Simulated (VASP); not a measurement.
# Y (Pm-3m) in VASP: further runs

The runs below take Y through single point, with PBE.

All numbers are computed with VASP 6.6.1; they aren't measurements. Logs are shortened: lines on timing, memory, paths and dates and some standing lists are left out, and cuts for length are marked.

### 1 The cell of the first run

The structure is cubic, space group Pm-3m (No. 221). The conventional cell has a = 3.315 Å, b = 3.315 Å, c = 3.315 Å, α = 90.00°, β = 90.00°, γ = 90.00°. Within 4.4 Å of Y (site symmetry m-3m) lie 6 Y at 3.32 Å.

This isn't the form of Y at room conditions, which is hcp.

### 2 Single point, PBE (36.43 Å³/atom)

INCAR

```
ALGO = Normal
EDIFF = 1E-6
ENCUT = 520
GGA = PE
ISIF = 2
ISMEAR = -1
LASPH = T
LCHARG = F
LREAL = F
LWAVE = F
NBANDS = 12
NELM = 100
PREC = Accurate
SIGMA = 0.1
```

KPOINTS

```
k-points
0
Gamma
  11 11 11
```

POSCAR

```
Y
1.0
    3.3151371572      0.0000000000      0.0000000000
    0.0000000000      3.3151371572      0.0000000000
    0.0000000000      0.0000000000      3.3151371572
Y
1
Direct
    0.0000000000      0.0000000000      0.0000000000
```

Potentials or basis: VASP PAW PBE potentials, release 64 (Y_sv).

The run is started by

```sh
> cat potpaw_PBE.64/Y_sv/POTCAR > POTCAR
> mpirun -np 1 vasp_std > vasp.out
```

OUTCAR:

```text
EDIFF = 1E-6
   ENCUT = 520
   GGA = PE
   ISIF = 2
   ISMEAR = -1
   LASPH = T
   LREAL = F
   NELM = 100
   PREC = Accurate

 ion  position               nearest neighbor table
   1  0.000  0.000  0.000-

  LATTYP: Found a simple cubic cell.
 ALAT       =     3.3151371572

  Lattice vectors:

 A1 = (   3.3151371572,   0.0000000000,   0.0000000000)
 A2 = (   0.0000000000,   3.3151371572,   0.0000000000)
 A3 = (   0.0000000000,   0.0000000000,   3.3151371572)

Analysis of symmetry for initial positions (statically):
=====================================================================
 Subroutine PRICEL returns:
 Original cell was already a primitive cell.

 Routine SETGRP: Setting up the symmetry group for a
 simple cubic supercell.

 Subroutine GETGRP returns: Found 48 space group operations
 (whereof 48 operations were pure point group operations)
 out of a pool of 48 trial point group operations.

The static configuration has the point symmetry O_h .

Analysis of symmetry for dynamics (positions and initial velocities):
=====================================================================
 Subroutine PRICEL returns:
 Original cell was already a primitive cell.

 Routine SETGRP: Setting up the symmetry group for a
 simple cubic supercell.

 Subroutine GETGRP returns: Found 48 space group operations
 (whereof 48 operations were pure point group operations)
 out of a pool of 48 trial point group operations.

The dynamic configuration has the point symmetry O_h .

 Subroutine INISYM returns: Found 48 space group operations
 (whereof 48 operations are pure point group operations),
 and found     1 'primitive' translations

----------------------------------------------------------------------------------------

                                     Primitive cell

  volume of cell :      36.4338

  direct lattice vectors                    reciprocal lattice vectors
     3.315137157  0.000000000  0.000000000     0.301646645  0.000000000  0.000000000
     0.000000000  3.315137157  0.000000000     0.000000000  0.301646645  0.000000000
     0.000000000  0.000000000  3.315137157     0.000000000  0.000000000  0.301646645

  length of vectors
     3.315137157  3.315137157  3.315137157     0.301646645  0.301646645  0.301646645

  position of ions in fractional coordinates (direct lattice)
     0.000000000  0.000000000  0.000000000

  ion indices of the primitive-cell ions
   primitive index   ion index
                 1           1

----------------------------------------------------------------------------------------

 KPOINTS: k-points

Automatic generation of k-mesh.
 Grid dimensions read from file:
 generate k-points for:   11   11   11

 Generating k-lattice:

  Cartesian coordinates                     Fractional coordinates (reciprocal lattice)
     0.027422422  0.000000000  0.000000000     0.090909091  0.000000000  0.000000000
     0.000000000  0.027422422  0.000000000     0.000000000  0.090909091  0.000000000
     0.000000000  0.000000000  0.027422422     0.000000000  0.000000000  0.090909091

  Length of vectors
     0.027422422  0.027422422  0.027422422

  Shift w.r.t. Gamma in fractional coordinates (k-lattice)
     0.000000000  0.000000000  0.000000000

 Subroutine IBZKPT returns following result:
 ===========================================

 Found     56 irreducible k-points:

 Following reciprocal coordinates:
            Coordinates               Weight
  0.000000  0.000000  0.000000      1.000000
  0.090909  0.000000  0.000000      6.000000
  0.181818  0.000000  0.000000      6.000000
  0.272727  0.000000  0.000000      6.000000
  0.363636  0.000000  0.000000      6.000000
  0.454545  0.000000  0.000000      6.000000
[... 16 lines left out ...]
  0.181818  0.090909  0.090909     24.000000
  0.272727  0.090909  0.090909     24.000000
 [... further k-points ...]
   k-points           NKPTS =     56   k-points in BZ     NKDIM =     56   number of bands    NBANDS=     12
   number of dos      NEDOS =    301   number of ions     NIONS =      1
   total plane-waves  NPLWV =  21952
   dimension x,y,z NGX =    28 NGY =   28 NGZ =   28
   dimension x,y,z NGXF=    56 NGYF=   56 NGZF=   56
   ions per type =               1
   NGX,Y,Z   is equivalent  to a cutoff of  14.04, 14.04, 14.04 a.u.
   NGXF,Y,Z  is equivalent  to a cutoff of  28.08, 28.08, 28.08 a.u.
 SYSTEM =  unknown system
   PREC   = accura    normal or accurate (medium, high low for compatibility)
   ISTART =      0    job   : 0-new  1-cont  2-samecut
   ICHARG =      2    charge: 1-file 2-atom 10-const
   ISPIN  =      1    spin polarized calculation?
   LNONCOLLINEAR =      F non collinear calculations
   LSORBIT =      F    spin-orbit coupling
   LASPH  =      T    aspherical Exc in radial PAW
   ENCUT  =  520.0 eV  38.22 Ry    6.18 a.u.   6.16  6.16  6.16*2*pi/ulx,y,z
   NELM   =    100;   NELMIN=  2; NELMDL= -5     # of ELM steps
   EDIFF  = 0.1E-05   stopping-criterion for ELM
   LREAL  =      F    real-space projection
   EDIFFG = 0.1E-04   stopping-criterion for IOM
   NSW    =      0    number of steps for IOM
   IBRION =     -1    ionic relax: 0-MD 1-quasi-New 2-CG
   NFREE  =      0    steps in history (QN), initial steepest desc. (CG)
   ISIF   =      2    stress and relaxation
   ISYM   =      2    0-nonsym 1-usesym 2-fastsym
   POTIM  = 0.5000    time-step for ionic-motion
   TEBEG  =    0.0;   TEEND  =   0.0 temperature during run
   PSTRESS=    0.0 pullay stress
   NELECT =      11.0000    total number of electrons
   NUPDOWN=      -1.0000    fix difference up-down
   EMIN   =  10.00;   EMAX   =-10.00  energy-range for DOS
   EFERMI =   0.00;   METHOD = LEGACY
   ISMEAR =    -1;   SIGMA  =   0.10  broadening in eV -4-tet -1-fermi 0-gaus
   EFERMI_NEDOS =   21; number of points for ismear=-14 and -15
   IALGO  =     38    algorithm
   IMIX   =      4    mixing-type and parameters
     AMIX     =   0.40;   BMIX     =  1.00
     AMIX_MAG =   1.60;   BMIX_MAG =  1.00
  volume/ion in A,a.u.               =      36.43       245.87
  Fermi-wavevector in a.u.,A,eV,Ry     =   1.098258  2.075406 16.410936  1.206170
  Thomas-Fermi vector in A             =   2.234632
   LORBIT       =      0    0 simple, 1 ext, 2 COOP (PROOUT), +10 PAW based schemes
   GGA     = PE    functional components
   LHFCALC =     F    Hartree Fock is set to
   AEXX    =    0.0000 exact exchange contribution
   IVDW    =     0    specifies the selected vdW correction
   LEPSILON=     F    determine dielectric tensor
   LRPA    =     F    only Hartree local field effects (RPA)
 non-spin polarized calculation
  energy-cutoff  :      520.00
  volume of cell :       36.43
 maximum number of plane-waves:       994
 NGX is ok and might be reduce to    28
   NGX = 13   NGY = 13   NGZ = 13

 number of electron      11.0000000 magnetization

 Free energy of the ion-electron system (eV)
  ---------------------------------------------------
  ext. energy  EPLUGINS =         0.00000000
  ---------------------------------------------------
  free energy    TOTEN  =        -5.67310584 eV

  energy without entropy =       -5.59077347  energy(sigma->0) =       -5.63193965

 E-fermi :   2.4958     XC(G=0):  -8.9826

 val. band max:        2.4842945924   @ k =   0.1818   0.0909   0.0000
 cond. band min:       2.4969801523   @ k =   0.2727   0.2727   0.0000
 fundamental gap:      0.0126855599
 Fermi energy:         2.4958085304

 k-point     1 :       0.0000    0.0000    0.0000
  band No.  band energies     occupation
      1     -40.5925      2.00000
      2     -20.2747      2.00000
      3     -20.2747      2.00000
      4     -20.2747      2.00000
      5      -1.9023      2.00000
      6       1.9495      1.99155
      7       1.9495      1.99155
      8       7.4440      0.00000
      9       7.4440      0.00000
     10       7.4440      0.00000
     11      12.2815      0.00000
     12      12.2815      0.00000

 k-point     2 :       0.0909    0.0000    0.0000
  band No.  band energies     occupation
      1     -40.5881      2.00000
      2     -20.3254      2.00000
      3     -20.2704      2.00000
      4     -20.2704      2.00000
      5      -1.7491      2.00000
      6       1.9958      1.98662
      7       2.0758      1.97045
      8       7.1631      0.00000
      9       7.1631      0.00000
     10       7.4620      0.00000
     11      11.5370      0.00000
     12      12.6487      0.00000

 k-point     3 :       0.1818    0.0000    0.0000
  band No.  band energies     occupation
      1     -40.5764      2.00000
      2     -20.4592      2.00000
      3     -20.2590      2.00000
      4     -20.2590      2.00000
      5      -1.3207      2.00000
      6       2.1245      1.95237
      7       2.4023      1.43619
      8       6.5488      0.00000
      9       6.5488      0.00000
     10       7.5111      0.00000
     11      10.2874      0.00000
     12      13.5057      0.00000
[... 286 lines left out ...]
 k-point    23 :       0.1818    0.0909    0.0909
  band No.  band energies     occupation
      1     -40.5677      2.00000
      2     -20.4495      2.00000
      3     -20.3069      2.00000
      4     -20.3020      2.00000
      5      -1.0232      2.00000
      6       2.3407      1.65007
      7       2.5487      0.74141
      8       6.1637      0.00000
      9       6.3000      0.00000
     10       6.9919      0.00000
     11      10.9692      0.00000
     12      12.8245      0.00000

 k-point    24 :       0.2727    0.0909    0.0909
  band No.  band energies     occupation
      1     -40.5523      2.00000
      2     -20.6184      2.00000
      3     -20.2912      2.00000
      4     -20.2864      2.00000
      5      -0.4097      2.00000
      6       2.5256      0.85228
      7       2.8543      0.05399
      8       5.6177      0.00000
      9       5.6724      0.00000
     10       7.0762      0.00000
     11       9.9669      0.00000
     12      13.5353      0.00000

 [... further k-points ...]

------------------------ aborting loop because EDIFF is reached ----------------------------------------

  FORCE on cell =-STRESS in cart. coord.  units (eV):
  Direction    XX          YY          ZZ          XY          YZ          ZX
  --------------------------------------------------------------------------------------
  -------------------------------------------------------------------------------------
  Total       -0.2497891     -0.2497891     -0.2497891      0.0000000      0.0000000     -0.0000000
  in kB      -10.9844800    -10.9844800    -10.9844800      0.0000000      0.0000000     -0.0000000
  external PRESSURE =     -10.9844800 kB  Pullay stress =       0.0000000 kB

 VOLUME and BASIS-vectors are now :
 -----------------------------------------------------------------------------
  energy-cutoff  :      520.00
  volume of cell :       36.43
      direct lattice vectors                 reciprocal lattice vectors
     3.315137157  0.000000000  0.000000000     0.301646645  0.000000000  0.000000000
     0.000000000  3.315137157  0.000000000     0.000000000  0.301646645  0.000000000
     0.000000000  0.000000000  3.315137157     0.000000000  0.000000000  0.301646645

 POSITION                                       TOTAL-FORCE (eV/Angst)
 -----------------------------------------------------------------------------------
      0.00000      0.00000      0.00000         0.000000      0.000000      0.000000
 -----------------------------------------------------------------------------------
    total drift:                               -0.000000     -0.000000     -0.000000

  FREE ENERGIE OF THE ION-ELECTRON SYSTEM (eV)
  ---------------------------------------------------
  free  energy   TOTEN  =        -5.6731058367 eV

  energy  without entropy=       -5.5907734679  energy(sigma->0) =       -5.63193965
```

Run time: 20 s. Hardware: 1 thread of Intel Xeon Platinum 8559C (Emerald Rapids), shared host; peak memory 0.18 GiB.

What came out:

| Item | Value |
| --- | --- |
| Free energy | -5.6731 eV |
| Pressure | -1.1 GPa |
| Band gap on the k mesh | zero (an odd number of electrons rules out a gap without spin polarisation) |

Levels at points of the mesh, in eV from the Fermi level:
```tsv
k point	band 2	band 3	band 4	band 5	band 6	band 7	band 8	band 9
(0.00, 0.00, 0.00)	-22.77	-22.77	-22.77	-4.40	-0.55	-0.55	4.95	4.95
```

### 3 Single point, PBE (37.84 Å³/atom)

This run uses another cell than the first one, of 37.84 Å³/atom.

INCAR

```
SYSTEM = Y
ALGO = Normal ; EDIFF = 1E-6
ENCUT = 520 ; GGA = PE
ISIF = 2 ; ISMEAR = -1
LASPH = .True. ; LCHARG = .False.
LREAL = .False. ; LWAVE = .False.
NBANDS = 12 ; NELM = 100
PREC = Accurate ; SIGMA = 0.1
```

KPOINTS

```
k-points
0
Gamma
  11 11 11
  0 0 0
```

POSCAR

```
Y
1.0
    3.3571053740      0.0000000000      0.0000000000
    0.0000000000      3.3571053740      0.0000000000
    0.0000000000      0.0000000000      3.3571053740
Y
1
Direct
    0.0000000000      0.0000000000      0.0000000000
```

Potentials or basis: VASP PAW PBE potentials, release 64 (Y_sv).

The run is started by

```sh
> cat potpaw_PBE.64/Y_sv/POTCAR > POTCAR
> mpirun -np 1 vasp_std > vasp.out
```

OUTCAR:

```text
SYSTEM = Y
   EDIFF = 1E-6
   ENCUT = 520
   GGA = PE
   ISIF = 2
   ISMEAR = -1
   LASPH = .True.
   LREAL = .False.
   NELM = 100
   PREC = Accurate

 ion  position               nearest neighbor table
   1  0.000  0.000  0.000-

  LATTYP: Found a simple cubic cell.
 ALAT       =     3.3571053740

  Lattice vectors:

 A1 = (   3.3571053740,   0.0000000000,   0.0000000000)
 A2 = (   0.0000000000,   3.3571053740,   0.0000000000)
[... 537 lines left out ...]
     10       6.7309      0.00000
     11       9.5536      0.00000
     12      13.0477      0.00000

 [... further k-points ...]

------------------------ aborting loop because EDIFF is reached ----------------------------------------

  FORCE on cell =-STRESS in cart. coord.  units (eV):
  Direction    XX          YY          ZZ          XY          YZ          ZX
  --------------------------------------------------------------------------------------
  -------------------------------------------------------------------------------------
  Total       -0.4515536     -0.4515536     -0.4515536     -0.0000000      0.0000000      0.0000000
  in kB      -19.1216332    -19.1216332    -19.1216332     -0.0000000      0.0000000      0.0000000
  external PRESSURE =     -19.1216332 kB  Pullay stress =       0.0000000 kB

 VOLUME and BASIS-vectors are now :
 -----------------------------------------------------------------------------
  energy-cutoff  :      520.00
  volume of cell :       37.84
      direct lattice vectors                 reciprocal lattice vectors
     3.357105374  0.000000000  0.000000000     0.297875666  0.000000000  0.000000000
     0.000000000  3.357105374  0.000000000     0.000000000  0.297875666  0.000000000
     0.000000000  0.000000000  3.357105374     0.000000000  0.000000000  0.297875666

 POSITION                                       TOTAL-FORCE (eV/Angst)
 -----------------------------------------------------------------------------------
      0.00000      0.00000      0.00000         0.000000      0.000000      0.000000
 -----------------------------------------------------------------------------------
    total drift:                               -0.000000     -0.000000     -0.000000

  FREE ENERGIE OF THE ION-ELECTRON SYSTEM (eV)
  ---------------------------------------------------
  free  energy   TOTEN  =        -5.6600558439 eV

  energy  without entropy=       -5.5751073863  energy(sigma->0) =       -5.61758162
```

stdout:

```text
POSCAR found type information on POSCAR Y
 POSCAR found :  1 types and       1 ions
 scaLAPACK will be used
 LDA part: xc-table for (Slater+PW92), standard interpolation
 POSCAR, INCAR and KPOINTS ok, starting setup
 FFT: planning ... GRIDC
 FFT: planning ... GRID_SOFT
 FFT: planning ... GRID
 WAVECAR not read
 entering main loop
```

Wall time 18 s (1 thread of Intel Xeon Platinum 8559C (Emerald Rapids), shared host); peak memory 0.18 GiB.

Results:

```
Free energy            : -5.6601 eV
Pressure               : -1.9 GPa
Band gap on the k mesh : zero (an odd number of electrons rules out a gap without spin polarisation)
```

### 4 Single point, PBE (39.24 Å³/atom)

This run uses another cell than the first one, of 39.24 Å³/atom.

INCAR

```
ALGO = Normal
EDIFF = 1E-6
ENCUT = 520
GGA = PE
ISIF = 2
ISMEAR = -1
LASPH = T
LCHARG = F
LREAL = F
LWAVE = F
NBANDS = 12
NELM = 60
PREC = Accurate
SIGMA = 0.1
```

KPOINTS

```
k-points
0
Gamma
  11 11 11
```

POSCAR

```
Y
1.0
    3.3980497187      0.0000000000      0.0000000000
    0.0000000000      3.3980497187      0.0000000000
    0.0000000000      0.0000000000      3.3980497187
Y
1
Direct
    0.0000000000      0.0000000000      0.0000000000
```

The run is started by

```sh
> cat potpaw_PBE.64/Y_sv/POTCAR > POTCAR
> mpirun -np 1 vasp_std > vasp.out
```

Wall time 15 s (1 thread of Intel Xeon Platinum 8559C (Emerald Rapids), shared host); peak memory 0.18 GiB.

Results (log left out):

- Free energy: -5.6405 eV
- Pressure: -2.6 GPa
- Band gap on the k mesh: zero (an odd number of electrons rules out a gap without spin polarisation)

Levels at points of the mesh, in eV from the Fermi level:
| k point | band 3 | band 4 | band 5 | band 6 | band 7 | band 8 |
| --- | --- | --- | --- | --- | --- | --- |
| (0.00, 0.00, 0.00) | -22.96 | -22.96 | -4.28 | -0.47 | -0.47 | 4.58 |

### 5 Summary

```tsv
cell	gap on the mesh (eV)	pressure (GPa)
a = 3.315 Å, 1 atom	none	-1.1
a = 3.357 Å, 1 atom	none	-1.9
a = 3.398 Å, 1 atom	none	-2.6
```

Alike in all rows: task single point; level PBE; potentials or basis VASP PAW PBE potentials, release 64 (Y_sv); no spin polarisation; k mesh 11 × 11 × 11; cutoff (eV) 520; smearing fermi-dirac 0.1 eV.

Absolute energies hang on the potentials; compare differences alone.
